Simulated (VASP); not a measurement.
A run of VASP 6.6.1:

File INCAR:

```
PREC = Accurate
ENCUT = 520
EDIFF = 1E-7
ISMEAR = -1
SIGMA = 0.05
LREAL = F
LASPH = T
NELM = 80
ALGO = Normal
ISIF = 2
LWAVE = F
LCHARG = T
LDIPOL = T
IDIPOL = 3
DIPOL = 0.5 0.5 0.500
GGA = PE
LELF = T
LVHAR = T
LVACPOTAV = T
NBANDS = 12
```

Contents of KPOINTS:

```
regular mesh
0
Gamma
  13 13 1
```

The input POSCAR:

```
Ti
1.0
    2.9399472372      0.0000000000      0.0000000000
   -1.4699736186      2.5460689932      0.0000000000
    0.0000000000      0.0000000000     16.0000000000
Ti
1
Direct
    0.0000000000      0.0000000000      0.5000000000
```

Potentials or basis: VASP PAW PBE potentials, release 64 (Ti_sv).

The run is started by

```console
$ cat potpaw_PBE.64/Ti_sv/POTCAR > POTCAR
$ mpirun -np 1 vasp_std > vasp.out
```

Hardware: 1 thread of Intel Xeon 8259CL, on a shared host.

How long does it take, and how much memory?

Run time: 50 s on 1 thread of Intel Xeon 8259CL, with other jobs on the host, peak memory 0.24 GiB. Counts: scf iterations 21, k points 21.
